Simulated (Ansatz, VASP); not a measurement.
# Pb2Se in VASP and in Ansatz

```xyz
6
Lattice="6.6182 0.0000 0.0000 0.0000 6.6182 0.0000 0.0000 0.0000 4.2628" Properties=species:S:1:pos:R:3 pbc="T T T"
Pb    2.0252    2.0252    0.0000
Pb    1.2839    5.3343    2.1314
Pb    4.5930    4.5930    0.0000
Pb    5.3343    1.2839    2.1314
Se    0.0000    0.0000    0.0000
Se    3.3091    3.3091    2.1314
```

Alike in both runs: task single point; functional PBE; k mesh 4 × 4 × 4; occupations gaussian, width 0.1 eV; no spin polarisation.

|  | VASP | Ansatz |
| --- | --- | --- |
| version | VASP 6.6.1 | Ansatz 0.2.0 |
| potentials or method | VASP PAW PBE potentials, release 64 (Pb_d, Se), cutoff 520 eV | scalar-relativistic, plane waves, PAW |
| valence electrons in the cell | 68 | 88 |

|  | VASP | Ansatz | Ansatz less VASP |
| --- | --- | --- | --- |
| gap on the k mesh at the Fermi level (eV) | none | none | - |
| pressure (GPa) | 9.0 | 9.0 | +0.01 |
| traceless stress, the component that is largest in VASP (GPa) | 1.53 | 1.52 | -0.015 |
| rms of the force components (eV/Å) | 0.343 | 0.342 | -0.0013 |

Atom by atom the forces differ by 0.001 eV/Å (rms over components). A gap of «none» marks a metal or a gap that the smearing closes. VASP's potentials hold 68 valence electrons a cell and Ansatz's 88, so a difference there can come from the potentials and not from the codes.

The k mesh is coarse, so the values compare programs but aren't converged. Neither program's run includes spin-orbit coupling.
